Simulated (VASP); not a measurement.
# W3N4 (Pm-3m) in VASP: single point with LDA

Aim: the single point of W3N4 with LDA.

Everything below comes from runs of VASP 6.6.1. Logs are shortened: lines on timing, memory, paths and dates and some standing lists are left out, and cuts for length are marked.

## (1) The cell of the first run

It takes space group Pm-3m (No. 221, cubic). Conventional cell: a = 4.154 Å, b = 4.154 Å, c = 4.154 Å, α = 90.00°, β = 90.00°, γ = 90.00°. W (site symmetry 4/mmm) has 6 N at 2.08 Å within 2.8 Å. N (site symmetry m-3m) has 6 W at 2.08 Å within 2.8 Å. N (site symmetry 4/mmm) has 4 W at 2.08 Å within 2.8 Å.

## (2) Single point, LDA

Input file INCAR:

```
SYSTEM = W3N4
PREC = Accurate
ENCUT = 1330
EDIFF = 1E-6
ISMEAR = -1
SIGMA = 0.02
LREAL = .False.
LASPH = .True.
NELM = 120
ALGO = Normal
ISIF = 2
LWAVE = .False.
LCHARG = .True.
LELF = .True.
LVHAR = .True.
NBANDS = 40
GGA_COMPAT = .False.
```

Input file KPOINTS:

```
Automatic mesh
0
Gamma
  5 5 5
  0 0 0
```

Input file POSCAR:

```
W3N4
1.0
    4.1542358638      0.0000000000      0.0000000000
    0.0000000000      4.1542358638      0.0000000000
    0.0000000000      0.0000000000      4.1542358638
W N
3 4
Direct
    0.5000000000      0.5000000000      0.0000000000
    0.0000000000      0.5000000000      0.5000000000
    0.5000000000      0.0000000000      0.5000000000
    0.5000000000      0.5000000000      0.5000000000
    0.5000000000      0.0000000000      0.0000000000
    0.0000000000      0.5000000000      0.0000000000
    0.0000000000      0.0000000000      0.5000000000
```

Potentials or basis: VASP PAW LDA potentials, release 64 (W_sv, N_h).

On the command line:

```
cat potpaw_LDA.64/W_sv/POTCAR potpaw_LDA.64/N_h/POTCAR > POTCAR
mpirun -np 1 vasp_std > vasp.out
```

OUTCAR:

```text
SYSTEM = W3N4
   PREC = Accurate
   ENCUT = 1330
   EDIFF = 1E-6
   ISMEAR = -1
   LREAL = .False.
   LASPH = .True.
   NELM = 120
   ISIF = 2

 ion  position               nearest neighbor table
   1  0.500  0.500  0.000-   4 2.08   5 2.08   6 2.08   4 2.08   5 2.08   6 2.08   3 2.94   3 2.94
                             3 2.94   2 2.94   3 2.94   2 2.94   2 2.94   2 2.94
   2  0.000  0.500  0.500-   4 2.08   6 2.08   7 2.08   6 2.08   7 2.08   4 2.08   3 2.94   3 2.94
                             1 2.94   1 2.94   3 2.94   1 2.94   1 2.94   3 2.94
   3  0.500  0.000  0.500-   4 2.08   5 2.08   7 2.08   5 2.08   4 2.08   7 2.08   2 2.94   1 2.94
                             2 2.94   1 2.94   1 2.94   2 2.94   1 2.94   2 2.94
   4  0.500  0.500  0.500-   1 2.08   2 2.08   3 2.08   1 2.08   3 2.08   2 2.08
   5  0.500  0.000  0.000-   1 2.08   3 2.08   3 2.08   1 2.08
   6  0.000  0.500  0.000-   1 2.08   2 2.08   2 2.08   1 2.08
   7  0.000  0.000  0.500-   2 2.08   3 2.08   2 2.08   3 2.08

  LATTYP: Found a simple cubic cell.
 ALAT       =     4.1542358638

  Lattice vectors:

 A1 = (   4.1542358638,   0.0000000000,   0.0000000000)
 A2 = (   0.0000000000,   4.1542358638,   0.0000000000)
 A3 = (   0.0000000000,   0.0000000000,   4.1542358638)

Analysis of symmetry for initial positions (statically):
=====================================================================
 Subroutine PRICEL returns:
 Original cell was already a primitive cell.

 Routine SETGRP: Setting up the symmetry group for a
 simple cubic supercell.

 Subroutine GETGRP returns: Found 48 space group operations
 (whereof 48 operations were pure point group operations)
 out of a pool of 48 trial point group operations.

The static configuration has the point symmetry O_h .

Analysis of symmetry for dynamics (positions and initial velocities):
=====================================================================
 Subroutine PRICEL returns:
 Original cell was already a primitive cell.

 Routine SETGRP: Setting up the symmetry group for a
 simple cubic supercell.

 Subroutine GETGRP returns: Found 48 space group operations
 (whereof 48 operations were pure point group operations)
 out of a pool of 48 trial point group operations.

The dynamic configuration has the point symmetry O_h .

 Subroutine INISYM returns: Found 48 space group operations
 (whereof 48 operations are pure point group operations),
 and found     1 'primitive' translations

----------------------------------------------------------------------------------------

                                     Primitive cell

  volume of cell :      71.6925

  direct lattice vectors                    reciprocal lattice vectors
     4.154235864  0.000000000  0.000000000     0.240718157  0.000000000  0.000000000
     0.000000000  4.154235864  0.000000000     0.000000000  0.240718157  0.000000000
     0.000000000  0.000000000  4.154235864     0.000000000  0.000000000  0.240718157

  length of vectors
     4.154235864  4.154235864  4.154235864     0.240718157  0.240718157  0.240718157

  position of ions in fractional coordinates (direct lattice)
     0.500000000  0.500000000  0.000000000
     0.000000000  0.500000000  0.500000000
     0.500000000  0.000000000  0.500000000
     0.500000000  0.500000000  0.500000000
     0.500000000  0.000000000  0.000000000
     0.000000000  0.500000000  0.000000000
     0.000000000  0.000000000  0.500000000

  ion indices of the primitive-cell ions
   primitive index   ion index
                 1           1
                 2           2
                 3           3
                 4           4
                 5           5
                 6           6
                 7           7

----------------------------------------------------------------------------------------

 KPOINTS: Automatic mesh

Automatic generation of k-mesh.
 Grid dimensions read from file:
 generate k-points for:    5    5    5

 Generating k-lattice:

  Cartesian coordinates                     Fractional coordinates (reciprocal lattice)
     0.048143631  0.000000000  0.000000000     0.200000000  0.000000000  0.000000000
     0.000000000  0.048143631  0.000000000     0.000000000  0.200000000  0.000000000
     0.000000000  0.000000000  0.048143631     0.000000000  0.000000000  0.200000000

  Length of vectors
     0.048143631  0.048143631  0.048143631

  Shift w.r.t. Gamma in fractional coordinates (k-lattice)
     0.000000000  0.000000000  0.000000000

 Subroutine IBZKPT returns following result:
 ===========================================

 Found     10 irreducible k-points:

 Following reciprocal coordinates:
            Coordinates               Weight
  0.000000  0.000000  0.000000      1.000000
  0.200000  0.000000  0.000000      6.000000
  0.400000  0.000000  0.000000      6.000000
  0.200000  0.200000  0.000000     12.000000
  0.400000  0.200000  0.000000     24.000000
  0.400000  0.400000  0.000000     12.000000
  0.200000  0.200000  0.200000      8.000000
  0.400000  0.200000  0.200000     24.000000
  0.400000  0.400000  0.200000     24.000000
  0.400000  0.400000  0.400000      8.000000
   k-points           NKPTS =     10   k-points in BZ     NKDIM =     10   number of bands    NBANDS=     40
   number of dos      NEDOS =    301   number of ions     NIONS =      7
   total plane-waves  NPLWV = 125000
   dimension x,y,z NGX =    50 NGY =   50 NGZ =   50
   dimension x,y,z NGXF=   100 NGYF=  100 NGZF=  100
   ions per type =               3   4
   NGX,Y,Z   is equivalent  to a cutoff of  20.01, 20.01, 20.01 a.u.
   NGXF,Y,Z  is equivalent  to a cutoff of  40.02, 40.02, 40.02 a.u.
 SYSTEM =  W3N4
   PREC   = accura    normal or accurate (medium, high low for compatibility)
   ISTART =      0    job   : 0-new  1-cont  2-samecut
   ICHARG =      2    charge: 1-file 2-atom 10-const
   ISPIN  =      1    spin polarized calculation?
   LNONCOLLINEAR =      F non collinear calculations
   LSORBIT =      F    spin-orbit coupling
   LASPH  =      T    aspherical Exc in radial PAW
   ENCUT  = 1330.0 eV  97.75 Ry    9.89 a.u.  12.35 12.35 12.35*2*pi/ulx,y,z
   NELM   =    120;   NELMIN=  2; NELMDL= -5     # of ELM steps
   EDIFF  = 0.1E-05   stopping-criterion for ELM
   LREAL  =      F    real-space projection
   EDIFFG = 0.1E-04   stopping-criterion for IOM
   NSW    =      0    number of steps for IOM
   IBRION =     -1    ionic relax: 0-MD 1-quasi-New 2-CG
   NFREE  =      0    steps in history (QN), initial steepest desc. (CG)
   ISIF   =      2    stress and relaxation
   ISYM   =      2    0-nonsym 1-usesym 2-fastsym
   POTIM  = 0.5000    time-step for ionic-motion
   TEBEG  =    0.0;   TEEND  =   0.0 temperature during run
   PSTRESS=    0.0 pullay stress
   NELECT =      62.0000    total number of electrons
   NUPDOWN=      -1.0000    fix difference up-down
   EMIN   =  10.00;   EMAX   =-10.00  energy-range for DOS
   EFERMI =   0.00;   METHOD = LEGACY
   ISMEAR =    -1;   SIGMA  =   0.02  broadening in eV -4-tet -1-fermi 0-gaus
   EFERMI_NEDOS =   21; number of points for ismear=-14 and -15
   IALGO  =     38    algorithm
   IMIX   =      4    mixing-type and parameters
     AMIX     =   0.40;   BMIX     =  1.00
     AMIX_MAG =   1.60;   BMIX_MAG =  1.00
  volume/ion in A,a.u.               =      10.24        69.11
  Fermi-wavevector in a.u.,A,eV,Ry     =   1.559723  2.947450 33.099396  2.432737
  Thomas-Fermi vector in A             =   2.663040
   LORBIT       =      0    0 simple, 1 ext, 2 COOP (PROOUT), +10 PAW based schemes
   GGA     = CA    functional components
   LHFCALC =     F    Hartree Fock is set to
   AEXX    =    0.0000 exact exchange contribution
   IVDW    =     0    specifies the selected vdW correction
   LEPSILON=     F    determine dielectric tensor
   LRPA    =     F    only Hartree local field effects (RPA)
 non-spin polarized calculation
  energy-cutoff  :     1330.00
  volume of cell :       71.69
 maximum number of plane-waves:      7917
 NGX is ok and might be reduce to    50
   NGX = 25   NGY = 25   NGZ = 25

 number of electron      62.0000001 magnetization

 Free energy of the ion-electron system (eV)
  ---------------------------------------------------
  ext. energy  EPLUGINS =         0.00000000
  ---------------------------------------------------
  free energy    TOTEN  =       -80.85793168 eV

  energy without entropy =      -80.85699822  energy(sigma->0) =      -80.85746495

 E-fermi :  11.3879     XC(G=0): -13.5616

 val. band max:       11.2777854881   @ k =   0.2000   0.0000   0.0000
 cond. band min:      11.4195590454   @ k =   0.4000   0.0000   0.0000
 fundamental gap:      0.1417735573
 Fermi energy:        11.3878991289

 k-point     1 :       0.0000    0.0000    0.0000
  band No.  band energies     occupation
      1     -63.8610      2.00000
      2     -63.7791      2.00000
      3     -63.7791      2.00000
      4     -28.7897      2.00000
      5     -28.7897      2.00000
      6     -28.7897      2.00000
[... 32 lines left out ...]
     39      14.2976      0.00000
     40      14.2976      0.00000

 k-point     2 :       0.2000    0.0000    0.0000
  band No.  band energies     occupation
      1     -63.8542      2.00000
      2     -63.7860      2.00000
      3     -63.7791      2.00000
      4     -28.7583      2.00000
      5     -28.7583      2.00000
      6     -28.7404      2.00000
[... 32 lines left out ...]
     39      13.9794      0.00000
     40      14.3007      0.00000

 k-point     3 :       0.4000    0.0000    0.0000
  band No.  band energies     occupation
      1     -63.8382      2.00000
      2     -63.8019      2.00000
      3     -63.7790      2.00000
      4     -28.6975      2.00000
      5     -28.6975      2.00000
      6     -28.6133      2.00000
[... 32 lines left out ...]
     39      14.3056      0.00000
     40      14.6351      0.00000

 k-point     4 :       0.2000    0.2000    0.0000
  band No.  band energies     occupation
      1     -63.8478      2.00000
      2     -63.7885      2.00000
      3     -63.7828      2.00000
      4     -28.8091      2.00000
      5     -28.7256      2.00000
      6     -28.6276      2.00000
[... 32 lines left out ...]
     39      14.1271      0.00000
     40      14.8891      0.00000

 k-point     5 :       0.4000    0.2000    0.0000
  band No.  band energies     occupation
      1     -63.8329      2.00000
      2     -63.8020      2.00000
      3     -63.7842      2.00000
      4     -28.8008      2.00000
      5     -28.6605      2.00000
      6     -28.5106      2.00000
[... 32 lines left out ...]
     39      14.7224      0.00000
     40      15.6444      0.00000

 k-point     6 :       0.4000    0.4000    0.0000
  band No.  band energies     occupation
      1     -63.8197      2.00000
      2     -63.8037      2.00000
      3     -63.7956      2.00000
      4     -28.8765      2.00000
      5     -28.6177      2.00000
      6     -28.5811      2.00000
[... 32 lines left out ...]
     39      15.0233      0.00000
     40      15.2880      0.00000

 k-point     7 :       0.2000    0.2000    0.2000
  band No.  band energies     occupation
      1     -63.8421      2.00000
      2     -63.7885      2.00000
      3     -63.7885      2.00000
      4     -28.8842      2.00000
      5     -28.6058      2.00000
      6     -28.6058      2.00000
[... 32 lines left out ...]
     39      14.5295      0.00000
     40      15.8171      0.00000

 k-point     8 :       0.4000    0.2000    0.2000
  band No.  band energies     occupation
      1     -63.8285      2.00000
      2     -63.8021      2.00000
      3     -63.7885      2.00000
      4     -28.9199      2.00000
      5     -28.5466      2.00000
      6     -28.5271      2.00000
[... 32 lines left out ...]
     39      16.2942      0.00000
     40      16.3751      0.00000

 k-point     9 :       0.4000    0.4000    0.2000
  band No.  band energies     occupation
      1     -63.8174      2.00000
      2     -63.8037      2.00000
      3     -63.7979      2.00000
      4     -29.0166      2.00000
      5     -28.6188      2.00000
      6     -28.5122      2.00000
[... 32 lines left out ...]
     39      16.8427      0.00000
     40      16.9715      0.00000

 k-point    10 :       0.4000    0.4000    0.4000
  band No.  band energies     occupation
      1     -63.8115      2.00000
      2     -63.8036      2.00000
      3     -63.8036      2.00000
      4     -29.1523      2.00000
      5     -28.6210      2.00000
      6     -28.6157      2.00000
[... 32 lines left out ...]
     39      18.2423      0.00000
     40      18.2956      0.00000

------------------------ aborting loop because EDIFF is reached ----------------------------------------

  FORCE on cell =-STRESS in cart. coord.  units (eV):
  Direction    XX          YY          ZZ          XY          YZ          ZX
  --------------------------------------------------------------------------------------
  -------------------------------------------------------------------------------------
  Total        1.2836871      1.2836871      1.2836871      0.0000000      0.0000000     -0.0000000
  in kB       28.6877373     28.6877373     28.6877373      0.0000000      0.0000000     -0.0000000
  external PRESSURE =      28.6877373 kB  Pullay stress =       0.0000000 kB

 VOLUME and BASIS-vectors are now :
 -----------------------------------------------------------------------------
  energy-cutoff  :     1330.00
  volume of cell :       71.69
      direct lattice vectors                 reciprocal lattice vectors
     4.154235864  0.000000000  0.000000000     0.240718157  0.000000000  0.000000000
     0.000000000  4.154235864  0.000000000     0.000000000  0.240718157  0.000000000
     0.000000000  0.000000000  4.154235864     0.000000000  0.000000000  0.240718157

 POSITION                                       TOTAL-FORCE (eV/Angst)
 -----------------------------------------------------------------------------------
      2.07712      2.07712      0.00000         0.000000      0.000000      0.000000
      0.00000      2.07712      2.07712         0.000000      0.000000      0.000000
      2.07712      0.00000      2.07712         0.000000      0.000000      0.000000
      2.07712      2.07712      2.07712         0.000000      0.000000      0.000000
      2.07712      0.00000      0.00000         0.000000      0.000000      0.000000
      0.00000      2.07712      0.00000         0.000000      0.000000      0.000000
      0.00000      0.00000      2.07712         0.000000      0.000000      0.000000
 -----------------------------------------------------------------------------------
    total drift:                                0.000000      0.000000      0.000000

  FREE ENERGIE OF THE ION-ELECTRON SYSTEM (eV)
  ---------------------------------------------------
  free  energy   TOTEN  =       -80.8579316780 eV

  energy  without entropy=      -80.8569982195  energy(sigma->0) =      -80.85746495
```

Wall time 2.6 min (1 thread of AMD EPYC 7R43 (Zen 3), shared host); peak memory 0.28 GiB.

Results:

```
Free energy            : -80.8579 eV
Pressure               : 2.9 GPa
Band gap on the k mesh : zero (bands 31 and 32 overlap by 1.89 eV)
```

Levels at points of the mesh, in eV from the Fermi level:
| k point | band 28 | band 29 | band 30 | band 31 | band 32 | band 33 | band 34 | band 35 |
| --- | --- | --- | --- | --- | --- | --- | --- | --- |
| (0.00, 0.00, 0.00) | -3.35 | -2.07 | -2.07 | -2.07 | -0.84 | -0.84 | -0.84 | -0.24 |

Caveat: spin-orbit coupling is left out, which moves the levels of the heavy elements.

The gap in the log of VASP goes by the Fermi energy; the results here count the filled bands.